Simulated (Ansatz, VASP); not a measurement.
**Zn in VASP and in Ansatz**

File INCAR:

```
ALGO = Fast
EDIFF = 1E-7
ENCUT = 520
GGA = PS
ISIF = 2
ISMEAR = 0
LASPH = T
LCHARG = F
LREAL = F
LWAVE = F
NBANDS = 12
NELM = 80
PREC = Accurate
SIGMA = 0.15
```

Contents of KPOINTS:

```
k-points
0
Gamma
  22 22 22
```

Contents of POSCAR:

```
Zn
1.0
   -1.5023666344      1.5023666344      1.5023666344
    1.5023666344     -1.5023666344      1.5023666344
    1.5023666344      1.5023666344     -1.5023666344
Zn
1
Direct
    0.0000000000      0.0000000000      0.0000000000
```

Input for Ansatz:

```yaml
crystal:
  lattice:
    - [-1.5023666344, 1.5023666344, 1.5023666344]
    - [1.5023666344, -1.5023666344, 1.5023666344]
    - [1.5023666344, 1.5023666344, -1.5023666344]
  atoms:
    - { symbol: Zn, position: [0.0, 0.0, 0.0] }
basis:
  ecutwfc: 520.0
kpoints:
  mp_grid: { grid: [22, 22, 22] }
hamiltonian:
  xc: pbesol
scf:
  occupations: { method: gaussian, width: 0.15 }
output:
  forces: true
  stress: true
  eigenvalues: true
  write_density: true
  write_potential: true
  elf: true
  volumetric_format: npy
```

Alike in both runs: task single point; functional PBEsol; k mesh 22 × 22 × 22; occupations gaussian, width 0.15 eV; no spin polarisation.

|  | VASP | Ansatz |
| --- | --- | --- |
| version | VASP 6.6.1 | Ansatz 0.2.0 |
| potentials or method | VASP PAW PBE potentials, release 64 (Zn), cutoff 520 eV | scalar-relativistic, plane waves, PAW |
| valence electrons in the cell | 12 | 12 |

VASP gave:

- gap on the k mesh at the Fermi level (eV): none
- pressure (GPa): 5.7

Task: Which values does Ansatz return?

Result: gap on the k mesh at the Fermi level (eV): none; pressure (GPa): 5.2.

VASP's potentials were made for PBE, not for PBEsol. A gap of «none» marks a metal or a gap that the smearing closes.
